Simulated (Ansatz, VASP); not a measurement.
**PPt in VASP and in Ansatz**

The input POSCAR:

```
PPt
1.0
    3.7430278549      0.0000000000      0.0000000000
   -1.8715139275      3.2415572094      0.0000000000
    0.0000000000      0.0000000000      6.3537430000
Pt P
2 2
Direct
    0.3333333333      0.6666666667      0.3718990000
    0.6666666667      0.3333333333      0.8718990000
    0.3333333333      0.6666666667      0.0031030000
    0.6666666667      0.3333333333      0.5031030000
```

File INCAR.step1:

```
ALGO = Normal ; EDIFF = 1E-5
ENCUT = 520 ; GGA = PE
ISIF = 2 ; ISMEAR = -1
LASPH = True ; LCHARG = False
LREAL = False ; LWAVE = True
NBANDS = 23 ; NELM = 60
PREC = Accurate ; SIGMA = 0.05
```

File INCAR.step2:

```
AEXX = 0.25 ; ALGO = Normal
EDIFF = 1E-6 ; ENCUT = 520
GGA = PE ; ISIF = 2
ISMEAR = -1 ; ISTART = 1
LASPH = True ; LCHARG = False
LHFCALC = True ; LREAL = False
LWAVE = False ; NBANDS = 23
NELM = 60 ; PREC = Accurate
PRECFOCK = Normal ; SIGMA = 0.05
```

File KPOINTS:

```
k-points
0
Gamma
  5 5 3
```

Contents of input.yaml:

```yaml
crystal:
  lattice:
    - [3.7430278549, 0.0, 0.0]
    - [-1.8715139275, 3.2415572094, 0.0]
    - [0.0, 0.0, 6.353743]
  atoms:
    - { symbol: Pt, position: [0.3333333333, 0.6666666667, 0.371899] }
    - { symbol: Pt, position: [0.6666666667, 0.3333333333, 0.871899] }
    - { symbol: P, position: [0.3333333333, 0.6666666667, 0.003103] }
    - { symbol: P, position: [0.6666666667, 0.3333333333, 0.503103] }
hamiltonian:
  xc: { exchange: pbe, correlation: pbe, exx: { coeff: 0.25 } }
  pseudopotentials: { kind: paw }
kpoints:
  mp_grid: { grid: [5, 5, 3] }
scf:
  occupations: { method: fermi_dirac, width: 0.05 }
output:
  forces: true
  stress: true
  eigenvalues: true
  write_density: true
  write_potential: true
  elf: true
  volumetric_format: npy
```

Alike in both runs: task single point; functional PBE-based global hybrid with a share of 0.25 of exact exchange; k mesh 5 × 5 × 3; occupations fermi-dirac, width 0.05 eV; no spin polarisation.

|  | VASP | Ansatz |
| --- | --- | --- |
| version | VASP 6.6.1 | Ansatz 0.2.0 |
| potentials or method | VASP PAW PBE potentials, release 64 (Pt, P) | Ansatz PAW |
| plane-wave cutoff (eV) | 520 | 420 |
| valence electrons in the cell | 30 | 46 |

|  | VASP | Ansatz | Ansatz less VASP |
| --- | --- | --- | --- |
| gap on the k mesh at the Fermi level (eV) | none | none | - |
| pressure (GPa) | -4.9 | -4.6 | +0.27 |
| traceless stress, the component that is largest in VASP (GPa) | 0.51 | 0.59 | +0.083 |
| rms of the force components (eV/Å) | 0.027 | 0.028 | +0.0009 |

VASP's potentials were made for PBE, not for PBE-based global hybrid. Atom by atom the forces differ by 0.001 eV/Å (rms over components). A gap of «none» marks a metal or a gap that the smearing closes. With one functional, cell and mesh, what is left measures potentials, basis and numerics. VASP's potentials hold 30 valence electrons a cell and Ansatz's 46, so a difference there can come from the potentials and not from the codes.

The k mesh is coarse, so the values compare programs but aren't converged. Neither program's run includes spin-orbit coupling.
